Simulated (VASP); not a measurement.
# MgO (Fm-3m) in VASP: a series of runs

MgO is run at these levels: LDA, r2SCAN; tasks: relaxation of cell and atoms, single point.

Program: VASP 6.6.1. These are calculated values, not measurements. Logs are shortened: lines on timing, memory, paths and dates and some standing lists are left out, and cuts for length are marked.

## (1) The cell of the first run

It takes space group Fm-3m (No. 225, cubic). The conventional cell has a = 4.253 Å, b = 4.253 Å, c = 4.253 Å, α = 90.00°, β = 90.00°, γ = 90.00°. Mg (site symmetry m-3m) has 6 O at 2.13 Å within 2.8 Å. Within 2.8 Å of O (site symmetry m-3m) lie 6 Mg at 2.13 Å.

## (2) Relaxation of cell and atoms, LDA

File INCAR:

```
PREC = Accurate
ENCUT = 750
EDIFF = 1E-7
ISMEAR = -1
SIGMA = 0.02
LREAL = F
LASPH = T
NELM = 120
ALGO = Normal
ISIF = 3
LWAVE = F
LCHARG = F
IBRION = 2
NSW = 80
EDIFFG = -0.005
GGA_COMPAT = F
NELMIN = 4
```

File KPOINTS:

```
Automatic mesh
0
Gamma
  10 10 10
```

File POSCAR:

```
MgO
1.0
    0.0000000000      2.1267050319      2.1267050319
    2.1267050319      0.0000000000      2.1267050319
    2.1267050319      2.1267050319      0.0000000000
Mg O
1 1
Direct
    0.0000000000      0.0000000000      0.0000000000
    0.5000000000      0.5000000000      0.5000000000
```

Potentials or basis: VASP PAW LDA potentials, release 64 (Mg_sv, O).

Started as:

```console
> cat potpaw_LDA.64/Mg_sv/POTCAR potpaw_LDA.64/O/POTCAR > POTCAR
> mpirun -np 1 vasp_std > vasp.out
```

OUTCAR:

```text
PREC = Accurate
   ENCUT = 750
   EDIFF = 1E-7
   ISMEAR = -1
   LREAL = F
   LASPH = T
   NELM = 120
   ISIF = 3
   IBRION = 2
   NSW = 80
   EDIFFG = -0.005
   NELMIN = 4

 ion  position               nearest neighbor table
   1  0.000  0.000  0.000-   2 2.13   2 2.13   2 2.13   2 2.13   2 2.13   2 2.13
   2  0.500  0.500  0.500-   1 2.13   1 2.13   1 2.13   1 2.13   1 2.13   1 2.13

  LATTYP: Found a face centered cubic cell.
 ALAT       =     4.2534100638

  Lattice vectors:

 A1 = (   0.0000000000,   2.1267050319,   2.1267050319)
 A2 = (   2.1267050319,   0.0000000000,   2.1267050319)
 A3 = (   2.1267050319,   2.1267050319,   0.0000000000)

Analysis of symmetry for initial positions (statically):
=====================================================================
 Subroutine PRICEL returns:
 Original cell was already a primitive cell.

 Routine SETGRP: Setting up the symmetry group for a
 face centered cubic supercell.

 Subroutine GETGRP returns: Found 48 space group operations
 (whereof 48 operations were pure point group operations)
 out of a pool of 48 trial point group operations.

The static configuration has the point symmetry O_h .

Analysis of symmetry for dynamics (positions and initial velocities):
=====================================================================
 Subroutine PRICEL returns:
 Original cell was already a primitive cell.

 Routine SETGRP: Setting up the symmetry group for a
 face centered cubic supercell.

 Subroutine GETGRP returns: Found 48 space group operations
 (whereof 48 operations were pure point group operations)
 out of a pool of 48 trial point group operations.

The dynamic configuration has the point symmetry O_h .

 Subroutine INISYM returns: Found 48 space group operations
 (whereof 48 operations are pure point group operations),
 and found     1 'primitive' translations

----------------------------------------------------------------------------------------

                                     Primitive cell

  volume of cell :      19.2376

  direct lattice vectors                    reciprocal lattice vectors
     0.000000000  2.126705032  2.126705032    -0.235105477  0.235105477  0.235105477
     2.126705032  0.000000000  2.126705032     0.235105477 -0.235105477  0.235105477
     2.126705032  2.126705032  0.000000000     0.235105477  0.235105477 -0.235105477

  length of vectors
     3.007615099  3.007615099  3.007615099     0.407214631  0.407214631  0.407214631

  position of ions in fractional coordinates (direct lattice)
     0.000000000  0.000000000  0.000000000
     0.500000000  0.500000000  0.500000000

  ion indices of the primitive-cell ions
   primitive index   ion index
                 1           1
                 2           2

----------------------------------------------------------------------------------------

 KPOINTS: Automatic mesh

Automatic generation of k-mesh.
 Grid dimensions read from file:
 generate k-points for:   10   10   10

 Generating k-lattice:

  Cartesian coordinates                     Fractional coordinates (reciprocal lattice)
    -0.023510548  0.023510548  0.023510548     0.100000000  0.000000000  0.000000000
     0.023510548 -0.023510548  0.023510548     0.000000000  0.100000000  0.000000000
     0.023510548  0.023510548 -0.023510548     0.000000000  0.000000000  0.100000000

  Length of vectors
     0.040721463  0.040721463  0.040721463

  Shift w.r.t. Gamma in fractional coordinates (k-lattice)
     0.000000000  0.000000000  0.000000000

 Subroutine IBZKPT returns following result:
 ===========================================

 Found     47 irreducible k-points:

 Following reciprocal coordinates:
            Coordinates               Weight
  0.000000  0.000000  0.000000      1.000000
  0.100000  0.000000  0.000000      8.000000
  0.200000  0.000000  0.000000      8.000000
  0.300000  0.000000  0.000000      8.000000
  0.400000  0.000000  0.000000      8.000000
  0.500000  0.000000  0.000000      4.000000
[... 16 lines left out ...]
  0.300000  0.300000  0.000000      6.000000
  0.400000  0.300000  0.000000     24.000000
 [... further k-points ...]
   k-points           NKPTS =     47   k-points in BZ     NKDIM =     47   number of bands    NBANDS=     12
   number of dos      NEDOS =    301   number of ions     NIONS =      2
   total plane-waves  NPLWV =  21952
   dimension x,y,z NGX =    28 NGY =   28 NGZ =   28
   dimension x,y,z NGXF=    56 NGYF=   56 NGZF=   56
   ions per type =               1   1
   NGX,Y,Z   is equivalent  to a cutoff of  15.48, 15.48, 15.48 a.u.
   NGXF,Y,Z  is equivalent  to a cutoff of  30.95, 30.95, 30.95 a.u.
 SYSTEM =  unknown system
   PREC   = accura    normal or accurate (medium, high low for compatibility)
   ISTART =      0    job   : 0-new  1-cont  2-samecut
   ICHARG =      2    charge: 1-file 2-atom 10-const
   ISPIN  =      1    spin polarized calculation?
   LNONCOLLINEAR =      F non collinear calculations
   LSORBIT =      F    spin-orbit coupling
   LASPH  =      T    aspherical Exc in radial PAW
   ENCUT  =  750.0 eV  55.12 Ry    7.42 a.u.   6.72  6.72  6.72*2*pi/ulx,y,z
   NELM   =    120;   NELMIN=  4; NELMDL= -5     # of ELM steps
   EDIFF  = 0.1E-06   stopping-criterion for ELM
   LREAL  =      F    real-space projection
   EDIFFG = -.5E-02   stopping-criterion for IOM
   NSW    =     80    number of steps for IOM
   IBRION =      2    ionic relax: 0-MD 1-quasi-New 2-CG
   NFREE  =      1    steps in history (QN), initial steepest desc. (CG)
   ISIF   =      3    stress and relaxation
   ISYM   =      2    0-nonsym 1-usesym 2-fastsym
   POTIM  = 0.5000    time-step for ionic-motion
   TEBEG  =    0.0;   TEEND  =   0.0 temperature during run
   PSTRESS=    0.0 pullay stress
   NELECT =      16.0000    total number of electrons
   NUPDOWN=      -1.0000    fix difference up-down
   EMIN   =  10.00;   EMAX   =-10.00  energy-range for DOS
   EFERMI =   0.00;   METHOD = LEGACY
   ISMEAR =    -1;   SIGMA  =   0.02  broadening in eV -4-tet -1-fermi 0-gaus
   EFERMI_NEDOS =   21; number of points for ismear=-14 and -15
   IALGO  =     38    algorithm
   IMIX   =      4    mixing-type and parameters
     AMIX     =   0.40;   BMIX     =  1.00
     AMIX_MAG =   1.60;   BMIX_MAG =  1.00
  volume/ion in A,a.u.               =       9.62        64.91
  Fermi-wavevector in a.u.,A,eV,Ry     =   1.539563  2.909353 32.249282  2.370255
  Thomas-Fermi vector in A             =   2.645774
   LORBIT       =      0    0 simple, 1 ext, 2 COOP (PROOUT), +10 PAW based schemes
   GGA     = CA    functional components
   LHFCALC =     F    Hartree Fock is set to
   AEXX    =    0.0000 exact exchange contribution
   IVDW    =     0    specifies the selected vdW correction
   LEPSILON=     F    determine dielectric tensor
   LRPA    =     F    only Hartree local field effects (RPA)
 conjugate gradient relaxation of ions
 non-spin polarized calculation
  energy-cutoff  :      750.00
  volume of cell :       19.24
 maximum number of plane-waves:       934
   NGX = 13   NGY = 13   NGZ = 13

--------------------------------------- Ionic step        1  -------------------------------------------

 number of electron      15.9999997 magnetization

 Free energy of the ion-electron system (eV)
  ---------------------------------------------------
  ext. energy  EPLUGINS =         0.00000000
  ---------------------------------------------------
  free energy    TOTEN  =       -13.20179877 eV

  energy without entropy =      -13.20179877  energy(sigma->0) =      -13.20179877

------------------------ aborting loop because EDIFF is reached ----------------------------------------

  FORCE on cell =-STRESS in cart. coord.  units (eV):
  Direction    XX          YY          ZZ          XY          YZ          ZX
  --------------------------------------------------------------------------------------
  -------------------------------------------------------------------------------------
  Total       -1.2191188     -1.2191188     -1.2191188      0.0000000      0.0000000     -0.0000000
  in kB     -101.5324399   -101.5324399   -101.5324399      0.0000000      0.0000000     -0.0000000
  external PRESSURE =    -101.5324399 kB  Pullay stress =       0.0000000 kB
[... 57 lines left out ...]
  energy  without entropy=      -13.2366624800  energy(sigma->0) =      -13.23666248

--------------------------------------- Ionic step        3  -------------------------------------------

 number of electron      15.9999996 magnetization

 Free energy of the ion-electron system (eV)
  ---------------------------------------------------
  ext. energy  EPLUGINS =         0.00000000
  ---------------------------------------------------
  free energy    TOTEN  =       -13.24260726 eV

  energy without entropy =      -13.24260726  energy(sigma->0) =      -13.24260726

 E-fermi :   3.3972     XC(G=0): -12.1212

 val. band max:        2.8471618984   @ k =   0.0000   0.0000   0.0000
 cond. band min:       7.8765033152   @ k =   0.0000   0.0000   0.0000
 fundamental gap:      5.0293414167
 Fermi energy:         3.3972408321

 k-point     1 :       0.0000    0.0000    0.0000
  band No.  band energies     occupation
      1     -68.3717      2.00000
      2     -35.8307      2.00000
      3     -35.8307      2.00000
      4     -35.8307      2.00000
      5     -14.3288      2.00000
      6       2.8472      2.00000
      7       2.8472      2.00000
      8       2.8472      2.00000
      9       7.8765      0.00000
     10      18.5734      0.00000
     11      18.5734      0.00000
     12      18.5734      0.00000
[... 331 lines left out ...]
 k-point    24 :       0.4000    0.3000    0.0000
  band No.  band energies     occupation
      1     -68.3594      2.00000
      2     -35.9045      2.00000
      3     -35.8602      2.00000
      4     -35.8572      2.00000
      5     -12.9400      2.00000
      6      -0.8839      2.00000
      7       1.4713      2.00000
      8       1.7043      2.00000
      9      12.5524      0.00000
     10      12.9824      0.00000
     11      16.5718      0.00000
     12      21.1899      0.00000

 [... further k-points ...]
[... 5 lines left out ...]
  --------------------------------------------------------------------------------------
  -------------------------------------------------------------------------------------
  Total        0.0036793      0.0036793      0.0036793      0.0000000      0.0000000      0.0000000
  in kB        0.3271450      0.3271450      0.3271450      0.0000000      0.0000000      0.0000000
  external PRESSURE =       0.3271450 kB  Pullay stress =       0.0000000 kB
[... 17 lines left out ...]
  FREE ENERGIE OF THE ION-ELECTRON SYSTEM (eV)
  ---------------------------------------------------
  free  energy   TOTEN  =       -13.2426072575 eV

  energy  without entropy=      -13.2426072575  energy(sigma->0) =      -13.24260726

 reached required accuracy - stopping structural energy minimisation
```

Run time: 24 s. Hardware: 1 thread of AMD EPYC 9R45 (Zen 5), shared host; peak memory 0.12 GiB.

Results:

- Free energy: -13.2426 eV
- Relaxed volume: 9.01 Å³/atom
- Relaxed cell: a = 2.943 Å, b = 2.943 Å, c = 2.943 Å, α = 60.00°, β = 60.00°, γ = 60.00°
- Space group after relaxing (to 0.1 Å): Fm-3m (No. 225)
- Energy gained by relaxing: 20.4 meV/atom
- Ionic steps: 3
- Pressure after relaxing: 0.0 GPa
- Band gap on the k mesh: 5.03 eV

Step by step:
```
step  energy change (eV)  largest force (eV/Å)  pressure (GPa)  volume (Å³)
   1              0.0000                0.0000          -10.15        19.24
   2             -0.0349                0.0000            4.52        17.59
   3             -0.0408                0.0000            0.03        18.02
```

Final structure:
```
Mg O
1.0
     0.00000    2.08082    2.08082
     2.08082    0.00000    2.08082
     2.08082    2.08082    0.00000
Mg O
1 1
Direct
  0.00000 0.00000 0.00000
  0.50000 0.50000 0.50000
```

## (3) Single point, r2SCAN

This run uses another cell than the first one, of 9.29 Å³/atom.

File POSCAR:

```
MgO
1.0
    0.0000000000      2.1021674168      2.1021674168
    2.1021674168      0.0000000000      2.1021674168
    2.1021674168      2.1021674168      0.0000000000
Mg O
1 1
Direct
    0.0000000000      0.0000000000      0.0000000000
    0.5000000000      0.5000000000      0.5000000000
```

File INCAR.step1:

```
SYSTEM = MgO
ALGO = Normal
EDIFF = 1E-5
ENCUT = 750
GGA = PE
GGA_COMPAT = .FALSE.
ISMEAR = -1
LASPH = .TRUE.
LCHARG = .FALSE.
LREAL = .FALSE.
LWAVE = .TRUE.
NBANDS = 15
NELM = 120
PREC = Accurate
SIGMA = 0.02
```

File INCAR.step2:

```
SYSTEM = MgO
ALGO = Normal
EDIFF = 1E-6
ENCUT = 750
GGA_COMPAT = .FALSE.
ISIF = 2
ISMEAR = -1
ISTART = 1
LASPH = .TRUE.
LCHARG = .FALSE.
LMIXTAU = .TRUE.
LREAL = .FALSE.
LWAVE = .FALSE.
METAGGA = R2SCAN
NBANDS = 15
NELM = 120
PREC = Accurate
SIGMA = 0.02
```

File KPOINTS:

```
k-points
0
G
  10 10 10
  0 0 0
```

Potentials or basis: VASP PAW PBE potentials, release 64 (Mg_sv, O).

Started as:

```console
> cat potpaw_PBE.64/Mg_sv/POTCAR potpaw_PBE.64/O/POTCAR > POTCAR
> cp INCAR.step1 INCAR
> mpirun -np 1 vasp_std > vasp.out
> cp INCAR.step2 INCAR
> mpirun -np 1 vasp_std > vasp.out
```

Run time: 59 s. Hardware: 1 thread of AMD EPYC 9R45 (Zen 5), shared host; peak memory 0.14 GiB.

It converged, with:

```
Free energy            : -16.1628 eV
Pressure               : 0.0 GPa
Band gap on the k mesh : 5.70 eV
```

Levels at points of the mesh, in eV from the valence-band top:
| k point | band 4 | band 5 | band 6 | band 7 | band 8 | band 9 | band 10 | band 11 | band 12 | band 13 |
| --- | --- | --- | --- | --- | --- | --- | --- | --- | --- | --- |
| (0.00, 0.00, 0.00) | -40.04 | -18.21 | 0.00 | 0.00 | 0.00 | 5.70 | 16.89 | 16.89 | 16.89 | 21.02 |
| (0.50, 0.00, 0.00) | -40.05 | -16.93 | -4.62 | -0.68 | -0.68 | 8.87 | 13.91 | 17.57 | 17.57 | 22.60 |
| (0.50, 0.50, 0.00) | -40.07 | -16.71 | -4.09 | -1.37 | -1.37 | 10.05 | 11.22 | 14.38 | 20.55 | 20.55 |

Caveat: the PAW data sets were made with another functional, which shifts forces and pressure a little.
